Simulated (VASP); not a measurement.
**TiO2: single point with r2SCAN**

TiO2:

```xyz
6
Lattice="2.6712 -2.6713 -0.0202 2.6712 2.6713 -0.0202 -2.6353 0.0000 4.8120" Properties=species:S:1:pos:R:3 pbc="T T T"
Ti    2.0123    2.0036    1.1828
Ti    0.6947   -2.0036    3.5889
O    -0.6440   -0.6679    3.5270
O     3.3510    0.6679    1.5823
O     2.0333   -0.6679    3.9883
O     0.6736    0.6679    0.7834
```

This cell differs from its parent crystal: atom 3 (O) moved +0.338 Å along Cartesian [0 0 1].

- Program: VASP 6.6.1
- Task: single point
- Functional: r2SCAN
- Potentials or basis: VASP PAW PBE potentials, release 64 (Ti_sv, O)
- Cutoff: 520 eV
- k mesh: 6 × 6 × 6
- Occupations: gaussian, width 0.05 eV
- Spin: no spin polarisation

```
Pressure               : -0.4 GPa
Largest force          : 2.375 eV/Å
Band gap on the k mesh : 1.95 eV (least direct gap 2.59 eV)
```

Forces in eV/Å, atoms in the order of the input:
```
Ti  -0.010 -0.001 -0.861
Ti   0.002  0.005  0.623
O    0.007 -0.013 -2.375
O    0.001  0.007  0.773
O   -0.006  0.001  0.778
O    0.005  0.001  1.062
```

Stress tensor (GPa, compression positive):
```
 2.46 -0.56 -0.05
-0.56  2.45 -0.01
-0.05 -0.01 -6.19
```

Levels at points of the mesh, in eV from the valence-band top:
```csv
k point,band 22,band 23,band 24,band 25,band 26,band 27
"(0.00, 0.00, 0.00)",-1.14,-0.72,-0.71,1.95,2.82,3.18
"(0.50, 0.00, 0.00)",-1.41,-1.36,-1.08,3.12,3.18,3.35
"(0.00, 0.50, 0.00)",-1.42,-1.32,-1.03,2.85,3.04,3.16
"(0.50, 0.50, 0.00)",-2.67,-0.51,0.00,2.94,3.28,3.43
"(0.00, 0.00, 0.50)",-1.51,-0.59,-0.48,2.12,2.63,3.33
"(0.50, 0.00, 0.50)",-1.41,-1.36,-1.08,3.12,3.18,3.35
"(0.00, 0.50, 0.50)",-1.42,-1.32,-1.03,2.85,3.04,3.16
"(0.50, 0.50, 0.50)",-2.67,-0.51,0.00,2.94,3.28,3.43
```

Wall time 6 min on 1 thread of Intel(R) Xeon(R) 6975P-C (Granite Rapids) (shared host), peak memory 0.32 GiB.

Caveat: the cell differs from its parent crystal (atom 3 (O) moved +0.338 Å along Cartesian [0 0 1]); the PAW data sets were made with another functional, which shifts forces and pressure a little. A k mesh can miss the band edges.
